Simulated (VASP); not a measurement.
Wanted: the native input for a VASP 6.6.1 run.

```yaml
Task: single point
Functional: PBE
Potentials_or_basis: VASP PAW PBE potentials, release 64 (Be, S)
Cutoff: 520 eV
k_mesh: 8 × 8 × 8
Occupations: gaussian, width 0.02 eV
Spin: no spin polarisation
Dipole_correction: no
Further_INCAR_settings: ALGO = Normal; EDIFF = 1e-06; NBANDS = 11
```

The structure of BeS lies in POSCAR:

```
BeS
1.0
    0.0000000000      2.3624704741      2.3624704741
    2.3624704741      0.0000000000      2.3624704741
    2.3624704741      2.3624704741      0.0000000000
Be S
1 1
Direct
    0.0000000000      0.0000000000      0.0000000000
    0.2500000000      0.2500000000      0.2500000000
```

This cell differs from its parent crystal: volume scaled by 0.91.

The input as run:

INCAR

```
SYSTEM = BeS
PREC = Accurate
ENCUT = 520
EDIFF = 1E-6
ISMEAR = 0
SIGMA = 0.02
LREAL = .FALSE.
LASPH = .TRUE.
NELM = 60
ALGO = Normal
ISIF = 2
LWAVE = .FALSE.
LCHARG = .FALSE.
GGA = PE
NBANDS = 11
```

KPOINTS

```
regular mesh
0
G
  8 8 8
  0 0 0
```

Potentials or basis: VASP PAW PBE potentials, release 64 (Be, S).

Run with:

```sh
$ cat potpaw_PBE.64/Be/POTCAR potpaw_PBE.64/S/POTCAR > POTCAR
$ mpirun -np 1 vasp_std > vasp.out
```

It gave:

```
Pressure               : 10.5 GPa
Band gap on the k mesh : 2.92 eV, indirect (least direct gap 5.62 eV)
```

It took 11 s on 1 thread of Intel Xeon 8259CL, on a shared host, peak memory 0.15 GiB.
